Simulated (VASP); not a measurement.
# InSe (C2/m) in VASP: further runs, part 2 of 2

VASP 6.6.1. The steps go on from the part before.

**3. Single point, PBEsol**

This run uses another cell than the first one, of 28.56 Å³/atom, 1.020 times its volume.

Input file INCAR:

```
SYSTEM = InSe
PREC = Accurate
ENCUT = 520
EDIFF = 1E-7
ISMEAR = -1
SIGMA = 0.05
LREAL = .False.
LASPH = .True.
NELM = 100
ALGO = Normal
ISIF = 2
LWAVE = .False.
LCHARG = .True.
GGA = PS
LELF = .True.
LVHAR = .True.
NBANDS = 27
```

Input file KPOINTS:

```
regular mesh
0
Gamma
  7 7 6
  0 0 0
```

Input file POSCAR:

```
InSe
1.0
    5.8263928781     -2.0546489550      0.0000000000
    5.8263928781      2.0546489550      0.0000000000
   -1.7232330140      0.0000000000      4.7713478577
In Se
2 2
Direct
    0.8882032500      0.8882032500      0.0468413600
    0.1117967500      0.1117967500      0.9531586400
    0.6609275900      0.6609275900      0.6689556200
    0.3390724100      0.3390724100      0.3310443800
```

Potentials or basis: VASP PAW PBE potentials, release 64 (In_d, Se).

Command:

```bash
cat potpaw_PBE.64/In_d/POTCAR potpaw_PBE.64/Se/POTCAR > POTCAR
mpirun -np 1 vasp_std > vasp.out
```

OUTCAR:

```text
SYSTEM = InSe
   PREC = Accurate
   ENCUT = 520
   EDIFF = 1E-7
   ISMEAR = -1
   LREAL = .False.
   LASPH = .True.
   NELM = 100
   ISIF = 2
   GGA = PS

 ion  position               nearest neighbor table
   1  0.888  0.888  0.047-   4 2.68   4 2.68   3 2.69   2 2.80   2 3.71   2 3.71
   2  0.112  0.112  0.953-   3 2.68   3 2.68   4 2.69   1 2.80   1 3.71   1 3.71
   3  0.661  0.661  0.669-   2 2.68   2 2.68   1 2.69
   4  0.339  0.339  0.331-   1 2.68   1 2.68   2 2.69

  LATTYP: Found a base centered monoclinic cell.
 ALAT       =    11.6527857562
 B/A-ratio  =     0.3526451096
 C/A-ratio  =     0.4353462338
 COS(beta)  =    -0.3396874117

  Lattice vectors:

 A1 = (   5.8263928781,  -2.0546489550,   0.0000000000)
 A2 = (   5.8263928781,   2.0546489550,   0.0000000000)
 A3 = (  -1.7232330140,   0.0000000000,   4.7713478577)

Analysis of symmetry for initial positions (statically):
=====================================================================
 Subroutine PRICEL returns:
 Original cell was already a primitive cell.

[... 167 lines left out ...]
  ext. energy  EPLUGINS =         0.00000000
  ---------------------------------------------------
  free energy    TOTEN  =       -15.50245342 eV

  energy without entropy =      -15.50245297  energy(sigma->0) =      -15.50245320

 E-fermi :   4.3512     XC(G=0):  -9.2697

 val. band max:        3.7933648343   @ k =  -0.4286  -0.4286   0.1667
 cond. band min:       4.8616231043   @ k =   0.0000   0.0000   0.5000
 fundamental gap:      1.0682582700
 Fermi energy:         4.3512095195

 k-point     1 :       0.0000    0.0000    0.0000
  band No.  band energies     occupation
      1     -10.6376      2.00000
      2     -10.5194      2.00000
      3     -10.3319      2.00000
      4     -10.3026      2.00000
      5     -10.2634      2.00000
      6     -10.2605      2.00000
[... 709 lines left out ...]
     26      10.4155      0.00000
     27      11.6221      0.00000

 [... further k-points ...]
[... 5 lines left out ...]
  --------------------------------------------------------------------------------------
  -------------------------------------------------------------------------------------
  Total       -0.9914335     -0.7460200     -0.6191580      0.0000000      0.0000000      0.0072970
  in kB      -13.9048299    -10.4629119     -8.6836752      0.0000000      0.0000000      0.1023402
  external PRESSURE =     -11.0171390 kB  Pullay stress =       0.0000000 kB

 VOLUME and BASIS-vectors are now :
 -----------------------------------------------------------------------------
  energy-cutoff  :      520.00
  volume of cell :      114.24
      direct lattice vectors                 reciprocal lattice vectors
     5.826392878 -2.054648955  0.000000000     0.085816389 -0.243350573  0.030993681
     5.826392878  2.054648955  0.000000000     0.085816389  0.243350573  0.030993681
    -1.723233014  0.000000000  4.771347858     0.000000000  0.000000000  0.209584384

 POSITION                                       TOTAL-FORCE (eV/Angst)
 -----------------------------------------------------------------------------------
     10.26932      0.00000      0.22350        -0.013353      0.000000     -0.011880
     -0.33977      0.00000      4.54785         0.013353      0.000000      0.011880
      6.54888      0.00000      3.19182         0.012687      0.000000     -0.081471
      3.38067      0.00000      1.57953        -0.012687      0.000000      0.081471
 -----------------------------------------------------------------------------------
    total drift:                               -0.000000     -0.000000      0.000000

  FREE ENERGIE OF THE ION-ELECTRON SYSTEM (eV)
  ---------------------------------------------------
  free  energy   TOTEN  =       -15.5024534203 eV

  energy  without entropy=      -15.5024529717  energy(sigma->0) =      -15.50245320
```

OSZICAR:

```text
N       E                     dE             d eps       ncg     rms          rms(c)
DAV:   1     0.332045158578E+03    0.33205E+03   -0.17475E+04  4752   0.157E+03
DAV:   2     0.232720861969E+02   -0.30877E+03   -0.29950E+03  4788   0.383E+02
DAV:   3    -0.143146882587E+02   -0.37587E+02   -0.36970E+02  6043   0.143E+02
DAV:   4    -0.159497594816E+02   -0.16351E+01   -0.16300E+01  5760   0.302E+01
DAV:   5    -0.160033328756E+02   -0.53573E-01   -0.53565E-01  7000   0.562E+00    0.619E+00
DAV:   6    -0.155376903355E+02    0.46564E+00   -0.86962E-01  6667   0.157E+01    0.369E+00
DAV:   7    -0.155063543218E+02    0.31336E-01   -0.33588E-01  7259   0.453E+00    0.114E+00
DAV:   8    -0.155024957458E+02    0.38586E-02   -0.36284E-02  7187   0.207E+00    0.541E-01
DAV:   9    -0.155024340738E+02    0.61672E-04   -0.50664E-03  6820   0.722E-01    0.180E-01
DAV:  10    -0.155024265233E+02    0.75505E-05   -0.42091E-04  5852   0.176E-01    0.933E-02
DAV:  11    -0.155024573503E+02   -0.30827E-04   -0.15601E-04  6574   0.144E-01    0.252E-02
DAV:  12    -0.155024529661E+02    0.43842E-05   -0.21622E-05  6905   0.481E-02    0.176E-02
DAV:  13    -0.155024533502E+02   -0.38416E-06   -0.32663E-06  6887   0.115E-02    0.667E-03
DAV:  14    -0.155024534203E+02   -0.70041E-07   -0.71299E-07  5939   0.112E-02
   1 F= -.15502453E+02 E0= -.15502453E+02  d E =-.448532E-06
```

stdout:

```text
POSCAR found type information on POSCAR InSe
 POSCAR found :  2 types and       4 ions
 scaLAPACK will be used
 -----------------------------------------------------------------------------
|                                                                             |
|                                                                             |
|     You enforced a specific xc type in the INCAR file but a different       |
|     I HOPE YOU KNOW WHAT YOU ARE DOING!                                     |
|                                                                             |
 -----------------------------------------------------------------------------

 LDA part: xc-table for (Slater+PW92), standard interpolation
 POSCAR, INCAR and KPOINTS ok, starting setup
 FFT: planning ... GRIDC
 FFT: planning ... GRID_SOFT
 FFT: planning ... GRID
 WAVECAR not read
 entering main loop
```

It took 7.7 min on 1 thread of Intel Xeon 6975P-C, shared host; peak memory 0.45 GiB.

What came out:

```
Free energy            : -15.5025 eV
Pressure               : -1.1 GPa
Largest force          : 0.082 eV/Å
Band gap on the k mesh : 1.07 eV, indirect (least direct gap 1.15 eV)
```

Forces on the atoms (eV/Å):
```
In  -0.013  0.000 -0.012
In   0.013  0.000  0.012
Se   0.013  0.000 -0.081
Se  -0.013  0.000  0.081
```

Caveat: the PAW data sets were made with another functional, which shifts forces and pressure a little; spin-orbit coupling is left out, which moves the levels of the heavy elements.

**4. Single point, LDA (volume scaled by 1.06)**

Input file INCAR:

```
SYSTEM = InSe
PREC     = Accurate       ! precision mode
ENCUT    = 520            ! plane-wave cutoff, eV
EDIFF    = 1E-7           ! SCF threshold, eV
ISMEAR   = -1             ! smearing method
SIGMA    = 0.05           ! smearing width, eV
LREAL    = .FALSE.        ! projectors in reciprocal space
LASPH    = .TRUE.         ! aspherical terms in the spheres
NELM     = 80             ! most SCF steps
ALGO     = Normal         ! electronic algorithm
ISIF     = 2              ! what is computed and relaxed
LWAVE    = .FALSE.        ! write WAVECAR
LCHARG   = .FALSE.        ! write CHGCAR
GGA      = CA             ! functional
NBANDS   = 27             ! bands
```

Input file KPOINTS:

```
Automatic mesh
0
G
  7 7 6
  0 0 0
```

Input file POSCAR:

```
InSe
1.0
    5.9406648870     -2.0949464201      0.0000000000
    5.9406648870      2.0949464201      0.0000000000
   -1.7570304771      0.0000000000      4.8649274559
In Se
2 2
Direct
    0.8882032500      0.8882032500      0.0468413600
    0.1117967500      0.1117967500      0.9531586400
    0.6609275900      0.6609275900      0.6689556200
    0.3390724100      0.3390724100      0.3310443800
```

Potentials or basis: VASP PAW LDA potentials, release 64 (In_d, Se).

Command:

```bash
cat potpaw_LDA.64/In_d/POTCAR potpaw_LDA.64/Se/POTCAR > POTCAR
mpirun -np 1 vasp_std > vasp.out
```

OUTCAR:

```text
SYSTEM = InSe
   PREC = Accurate
   ENCUT = 520
   EDIFF = 1E-7
   ISMEAR = -1
   LREAL = .FALSE.
   LASPH = .TRUE.
   NELM = 80
   ISIF = 2
   GGA = CA

 ion  position               nearest neighbor table
   1  0.888  0.888  0.047-   4 2.73   4 2.73   3 2.74   2 2.86   2 3.79   2 3.79
   2  0.112  0.112  0.953-   3 2.73   3 2.73   4 2.74   1 2.86   1 3.79   1 3.79
   3  0.661  0.661  0.669-   2 2.73   2 2.73   1 2.74
   4  0.339  0.339  0.331-   1 2.73   1 2.73   2 2.74

  LATTYP: Found a base centered monoclinic cell.
 ALAT       =    11.8813297740
 B/A-ratio  =     0.3526451096
[... 919 lines left out ...]
  --------------------------------------------------------------------------------------
  -------------------------------------------------------------------------------------
  Total       -4.3755275     -3.7166048     -3.1319074      0.0000000      0.0000000     -0.0353881
  in kB      -57.8930812    -49.1748030    -41.4386084      0.0000000      0.0000000     -0.4682238
  external PRESSURE =     -49.5021642 kB  Pullay stress =       0.0000000 kB

 VOLUME and BASIS-vectors are now :
 -----------------------------------------------------------------------------
  energy-cutoff  :      520.00
  volume of cell :      121.09
      direct lattice vectors                 reciprocal lattice vectors
     5.940664887 -2.094946420  0.000000000     0.084165663 -0.238669588  0.030397501
     5.940664887  2.094946420  0.000000000     0.084165663  0.238669588  0.030397501
    -1.757030477  0.000000000  4.864927456     0.000000000  0.000000000  0.205552911

 POSITION                                       TOTAL-FORCE (eV/Angst)
 -----------------------------------------------------------------------------------
     10.47073      0.00000      0.22788        -0.293845      0.000000      0.059861
     -0.34643      0.00000      4.63705         0.293845      0.000000     -0.059861
      6.67732      0.00000      3.25442        -0.021550      0.000000      0.459333
      3.44698      0.00000      1.61051         0.021550      0.000000     -0.459333
 -----------------------------------------------------------------------------------
    total drift:                               -0.000000     -0.000000      0.000000

  FREE ENERGIE OF THE ION-ELECTRON SYSTEM (eV)
  ---------------------------------------------------
  free  energy   TOTEN  =       -16.3667059275 eV

  energy  without entropy=      -16.3667032878  energy(sigma->0) =      -16.36670461
```

stdout:

```text
POSCAR found type information on POSCAR InSe
 POSCAR found :  2 types and       4 ions
 scaLAPACK will be used
 LDA part: xc-table for (Slater(with rela. corr.)+CA(PZ))
 , standard interpolation
 POSCAR, INCAR and KPOINTS ok, starting setup
 FFT: planning ... GRIDC
 FFT: planning ... GRID_SOFT
 FFT: planning ... GRID
 WAVECAR not read
 entering main loop
```

Run time: 9.6 min. Hardware: 1 thread of AMD EPYC 7R13 (Zen 3), shared host; peak memory 0.37 GiB.

Results:

```
Free energy            : -16.3667 eV
Pressure               : -5.0 GPa
Largest force          : 0.460 eV/Å
Band gap on the k mesh : 0.91 eV, indirect (the least direct gap lies 4.3 meV higher)
```

Forces in eV/Å, atoms in the order of the input:
```
In  -0.294  0.000  0.060
In   0.294  0.000 -0.060
Se  -0.022  0.000  0.459
Se   0.022  0.000 -0.459
```

Levels at points of the mesh, in eV from the valence-band top:
| k point | band 17 | band 18 | band 19 | band 20 | band 21 | band 22 |
| --- | --- | --- | --- | --- | --- | --- |
| (0.00, 0.00, 0.00) | -1.82 | -1.21 | -1.04 | 2.40 | 2.93 | 3.45 |
| (0.00, 0.00, 0.50) | -1.31 | -0.97 | -0.35 | 0.91 | 1.95 | 3.31 |

Caveat: the cell differs from its parent crystal (volume scaled by 1.06); spin-orbit coupling is left out, which moves the levels of the heavy elements.

**5. Single point, r2SCAN**

This run uses another cell than the first one, of 26.85 Å³/atom, 0.959 times its volume.

Input file POSCAR:

```
InSe
1.0
    5.7074535273     -2.0127055746      0.0000000000
    5.7074535273      2.0127055746      0.0000000000
   -1.6880551226      0.0000000000      4.6739460813
In Se
2 2
Direct
    0.8882032500      0.8882032500      0.0468413600
    0.1117967500      0.1117967500      0.9531586400
    0.6609275900      0.6609275900      0.6689556200
    0.3390724100      0.3390724100      0.3310443800
```

Input file INCAR.step1:

```
PREC = Accurate ; ENCUT = 520
ISMEAR = -1 ; SIGMA = 0.05
LREAL = F ; LASPH = T
NELM = 80 ; NBANDS = 27
GGA = PE ; ALGO = Normal
EDIFF = 1E-4 ; LWAVE = T
LCHARG = F
```

Input file INCAR.step2:

```
PREC = Accurate ; ENCUT = 520
EDIFF = 1E-6 ; ISMEAR = -1
SIGMA = 0.05 ; LREAL = F
LASPH = T ; NELM = 80
ALGO = Normal ; ISIF = 2
LWAVE = F ; LCHARG = F
METAGGA = R2SCAN ; LMIXTAU = T
NBANDS = 27 ; ISTART = 1
```

Input file KPOINTS:

```
regular mesh
0
Gamma
  7 7 6
```

Potentials or basis: VASP PAW PBE potentials, release 64 (In_d, Se).

Command:

```bash
cat potpaw_PBE.64/In_d/POTCAR potpaw_PBE.64/Se/POTCAR > POTCAR
cp INCAR.step1 INCAR
mpirun -np 1 vasp_std > vasp.out
cp INCAR.step2 INCAR
mpirun -np 1 vasp_std > vasp.out
```

Run time: 17 min. Hardware: 1 thread of Intel Xeon 6975P-C, shared host; peak memory 0.47 GiB.

The run converged. Its results:

```yaml
Free_energy: -76.2813 eV
Pressure: 3.8 GPa
Largest_force: 0.546 eV/Å
Band_gap_on_the_k_mesh: 1.62 eV, indirect (least direct gap 1.84 eV)
```

Forces in eV/Å, atoms in the order of the input:
```
In   0.282  0.000 -0.069
In  -0.282  0.000  0.069
Se   0.055  0.000 -0.543
Se  -0.055  0.000  0.543
```

Stress tensor (GPa, compression positive):
```
4.27 0.00 0.14
0.00 3.85 0.00
0.14 0.00 3.21
```

Levels at points of the mesh, in eV from the valence-band top:
| k point | band 16 | band 17 | band 18 | band 19 | band 20 | band 21 | band 22 | band 23 |
| --- | --- | --- | --- | --- | --- | --- | --- | --- |
| (0.00, 0.00, 0.00) | -2.45 | -2.19 | -1.50 | -1.27 | 3.22 | 3.40 | 4.21 | 5.36 |
| (0.00, 0.00, 0.50) | -1.97 | -1.59 | -1.19 | -0.40 | 1.62 | 2.51 | 4.28 | 4.32 |

Caveat: the PAW data sets were made with another functional, which shifts forces and pressure a little; spin-orbit coupling is left out, which moves the levels of the heavy elements. A k mesh can miss the band edges.

**6. Single point, r2SCAN**

This run uses another cell than the first one, of 27.42 Å³/atom, 0.980 times its volume.

Input file POSCAR:

```
InSe
1.0
    5.7476481863     -2.0268800245      0.0000000000
    5.7476481863      2.0268800245      0.0000000000
   -1.6999432264      0.0000000000      4.7068622790
In Se
2 2
Direct
    0.8882032500      0.8882032500      0.0468413600
    0.1117967500      0.1117967500      0.9531586400
    0.6609275900      0.6609275900      0.6689556200
    0.3390724100      0.3390724100      0.3310443800
```

Input file INCAR.step1:

```
SYSTEM = InSe
  PREC = Accurate
  ENCUT = 520
  ISMEAR = -1
  SIGMA = 0.05
  LREAL = .FALSE.
  LASPH = .TRUE.
  NELM = 100
  NBANDS = 27
  GGA = PE
  ALGO = Normal
  EDIFF = 1E-4
  LWAVE = .TRUE.
  LCHARG = .FALSE.
```

Input file INCAR.step2:

```
SYSTEM = InSe
  PREC = Accurate
  ENCUT = 520
  EDIFF = 1E-6
  ISMEAR = -1
  SIGMA = 0.05
  LREAL = .FALSE.
  LASPH = .TRUE.
  NELM = 100
  ALGO = Normal
  ISIF = 2
  LWAVE = .FALSE.
  LCHARG = .FALSE.
  METAGGA = R2SCAN
  LMIXTAU = .TRUE.
  NBANDS = 27
  ISTART = 1
```

Input file KPOINTS:

```
regular mesh
0
G
  7 7 6
  0 0 0
```

Potentials or basis: VASP PAW PBE potentials, release 64 (In_d, Se).

Command:

```bash
cat potpaw_PBE.64/In_d/POTCAR potpaw_PBE.64/Se/POTCAR > POTCAR
cp INCAR.step1 INCAR
mpirun -np 1 vasp_std > vasp.out
cp INCAR.step2 INCAR
mpirun -np 1 vasp_std > vasp.out
```

It took 19 min on 1 thread of Intel Xeon 6975P-C, shared host; peak memory 0.47 GiB.

It converged, with:

* Free energy: -76.3254 eV
* Pressure: 2.3 GPa
* Largest force: 0.354 eV/Å
* Band gap on the k mesh: 1.58 eV, indirect (least direct gap 1.76 eV)

Forces in eV/Å, atoms in the order of the input:
```
In   0.177  0.000 -0.046
In  -0.177  0.000  0.046
Se   0.045  0.000 -0.351
Se  -0.045  0.000  0.351
```

Stress tensor (GPa, compression positive):
```
2.64 0.00 0.09
0.00 2.38 0.00
0.09 0.00 2.01
```

Levels at points of the mesh, in eV from the valence-band top:
```tsv
k point	band 15	band 16	band 17	band 18	band 19	band 20	band 21	band 22	band 23	band 24
(0.00, 0.00, 0.00)	-3.75	-2.38	-2.14	-1.45	-1.24	3.20	3.34	4.18	5.31	5.99
(0.00, 0.00, 0.50)	-2.33	-1.92	-1.54	-1.16	-0.39	1.58	2.49	4.22	4.31	6.94
```

Caveat: the PAW data sets were made with another functional, which shifts forces and pressure a little; spin-orbit coupling is left out, which moves the levels of the heavy elements. A k mesh can miss the band edges.

**7. Overview**

| level | potentials or basis | cell | gap on the mesh (eV) | pressure (GPa) | largest force (eV/Å) |
| --- | --- | --- | --- | --- | --- |
| PBEsol | VASP PAW PBE potentials, release 64 (In_d, Se) | a = 6.137, b = 6.137, c = 5.039 Å, angles 108.7, 108.7, 38.8°, 4 atoms | 1.10 | -0.1 | 0.24 |
| PBEsol | VASP PAW PBE potentials, release 64 (In_d, Se) | a = 6.178, b = 6.178, c = 5.073 Å, angles 108.7, 108.7, 38.8°, 4 atoms | 1.07 | -1.1 | 0.08 |
| LDA | VASP PAW LDA potentials, release 64 (In_d, Se) | a = 6.299, b = 6.299, c = 5.172 Å, angles 108.7, 108.7, 38.8°, 4 atoms | 0.91 | -5.0 | 0.46 |
| r2SCAN | VASP PAW PBE potentials, release 64 (In_d, Se) | a = 6.052, b = 6.052, c = 4.969 Å, angles 108.7, 108.7, 38.8°, 4 atoms | 1.62 | 3.8 | 0.55 |
| r2SCAN | VASP PAW PBE potentials, release 64 (In_d, Se) | a = 6.095, b = 6.095, c = 5.004 Å, angles 108.7, 108.7, 38.8°, 4 atoms | 1.58 | 2.3 | 0.35 |

Alike in all rows: task single point; no spin polarisation; k mesh 7 × 7 × 6; cutoff (eV) 520; smearing fermi-dirac 0.05 eV.

Caveats: spin-orbit coupling is left out, which moves the levels of the heavy elements; the PAW data sets were made with another functional, which shifts forces and pressure a little (some runs).

Absolute energies hang on the potentials; compare differences alone.
